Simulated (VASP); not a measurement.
Crystal: C.

```xyz
1
Lattice="0.0000 1.5000 1.5000 1.5000 0.0000 1.5000 1.5000 1.5000 0.0000" Properties=species:S:1:pos:R:3 pbc="T T T"
C     0.0000    0.0000    0.0000
```

| Quantity | Value |
| --- | --- |
| Program | VASP 6.6.1 |
| Task | relaxation of cell and atoms |
| Functional | PBE |
| Potentials or basis | VASP PAW PBE potentials, release 64 (C) |
| Cutoff | 600 eV |
| k mesh | 14 × 14 × 14 |
| Occupations | fermi-dirac, width 0.05 eV |
| Spin | no spin polarisation |

At the start: pressure 14.2 GPa; volume 6.75 Å³/atom.

Q: How do energy, volume and symmetry change on relaxing?

A: Over 3 steps the energy falls by 23.8 meV/atom and the volume is 7.30 Å³/atom (+8.2 %); space group Fm-3m (No. 225, to 0.1 Å) before and after.

The path:
```
step  energy change (eV)  largest force (eV/Å)  pressure (GPa)  volume (Å³)
   1              0.0000                0.0000           14.23         6.75
   2             -0.0236                0.0000           -1.06         7.35
   3             -0.0238                0.0000            0.01         7.30
```

Final structure:
```yaml
crystal:
  lattice:
    - [0.00000, 1.54003, 1.54003]
    - [1.54003, 0.00000, 1.54003]
    - [1.54003, 1.54003, 0.00000]
  atoms:
    - { symbol: C, position: [0.00000, 0.00000, 0.00000] }
```
